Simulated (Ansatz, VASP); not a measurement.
HfMg3 in VASP and in Ansatz

```
Hf Mg
1.0
     4.46456    0.00000    0.00000
     0.00000    4.46456    0.00000
     0.00000    0.00000    4.46456
Hf Mg
1 3
Cartesian
  0.0000 0.0000 0.0000
  0.0000 2.2323 2.2323
  2.2323 2.2323 0.0000
  2.2323 0.0000 2.2323
```

Alike in both runs: task single point; functional PBE; k mesh 8 × 8 × 8; occupations gaussian, width 0.05 eV; no spin polarisation.

|  | VASP | Ansatz |
| --- | --- | --- |
| version | VASP 6.6.1 | Ansatz 0.2.0 |
| potentials or method | VASP PAW PBE potentials, release 64 (Hf_pv, Mg), cutoff 520 eV | scalar-relativistic, plane waves, PAW |
| valence electrons in the cell | 16 | 56 |

|  | VASP | Ansatz | Ansatz less VASP |
| --- | --- | --- | --- |
| gap on the k mesh at the Fermi level (eV) | none | none | - |
| pressure (GPa) | -1.2 | -1.1 | +0.13 |

A gap of «none» marks a metal or a gap that the smearing closes. The functional is the same, so the differences come from potentials, cutoffs and numerics. VASP's potentials hold 16 valence electrons a cell and Ansatz's 56, so a difference there can come from the potentials and not from the codes.

Neither program's run includes spin-orbit coupling.
